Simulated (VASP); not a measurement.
# AlGa3N4: single point with r2SCAN

AlGa3N4:

```xyz
8
Lattice="4.3537 0.0000 0.0000 0.0000 4.3537 0.0000 0.0000 0.0000 4.5770" Properties=species:S:1:pos:R:3 pbc="T T T"
Al    0.0000    0.0000    0.0000
Ga    2.1769    2.1769    0.0000
Ga    2.1769    0.0000    2.2885
Ga    0.0000    2.1769    2.2885
N     3.2886    3.2886    1.1198
N     3.2886    1.0651    3.4572
N     1.0651    3.2886    3.4572
N     1.0651    1.0651    1.1198
```

This cell differs from its parent crystal: strain -0.025 along x and y, +0.025 along z.

```json
{
  "Program": "VASP 6.6.1",
  "Task": "single point",
  "Functional": "r2SCAN",
  "Potentials or basis": "VASP PAW PBE potentials, release 64 (Al, Ga_d, N_h)",
  "Cutoff": "910 eV",
  "k mesh": "6 × 6 × 6",
  "Occupations": "gaussian, width 0.05 eV",
  "Spin": "no spin polarisation",
  "Dipole correction": "no",
  "Further INCAR settings": "ALGO = Normal; EDIFF = 1e-06; NBANDS = 41"
}
```

| Quantity | Value |
| --- | --- |
| Pressure | 6.0 GPa |
| Largest force | 0.102 eV/Å |
| Band gap on the k mesh | 2.91 eV |

Forces in eV/Å, atoms in the order of the input:
```
Al   0.000  0.000  0.000
Ga   0.000  0.000  0.000
Ga   0.000  0.000  0.000
Ga   0.000  0.000  0.000
N    0.072  0.072 -0.011
N    0.072 -0.072  0.011
N   -0.072  0.072  0.011
N   -0.072 -0.072 -0.011
```

Stress tensor (GPa, compression positive):
```
8.47 0.00 0.00
0.00 8.47 0.00
0.00 0.00 0.97
```

Levels at points of the mesh, in eV from the valence-band top:
| k point | band 27 | band 28 | band 29 | band 30 | band 31 | band 32 | band 33 | band 34 | band 35 | band 36 |
| --- | --- | --- | --- | --- | --- | --- | --- | --- | --- | --- |
| (0.00, 0.00, 0.00) | -2.41 | -2.41 | -0.25 | 0.00 | 0.00 | 2.91 | 3.77 | 3.77 | 4.10 | 6.93 |
| (0.50, 0.00, 0.00) | -2.87 | -1.80 | -1.68 | -1.46 | -1.34 | 5.52 | 5.65 | 6.90 | 6.94 | 8.44 |
| (0.50, 0.50, 0.00) | -3.40 | -0.87 | -0.87 | -0.86 | -0.49 | 7.51 | 7.73 | 7.73 | 8.14 | 8.34 |
| (0.00, 0.00, 0.50) | -3.18 | -1.47 | -1.47 | -1.14 | -1.14 | 5.44 | 5.49 | 6.50 | 6.50 | 8.69 |
| (0.50, 0.00, 0.50) | -3.11 | -1.25 | -1.24 | -1.16 | -0.83 | 7.34 | 7.51 | 7.59 | 7.87 | 7.94 |
| (0.50, 0.50, 0.50) | -1.07 | -0.76 | -0.76 | -0.65 | -0.57 | 5.60 | 5.60 | 5.65 | 6.93 | 9.82 |

Wall time 13 min on 1 thread of Intel(R) Xeon(R) 6975P-C (Granite Rapids) (shared host), peak memory 0.53 GiB.

Caveat: the cell differs from its parent crystal (strain -0.025 along x and y, +0.025 along z); the stress differs along the axes, from 1 to 8 GPa; the PAW data sets were made with another functional, which shifts forces and pressure a little.
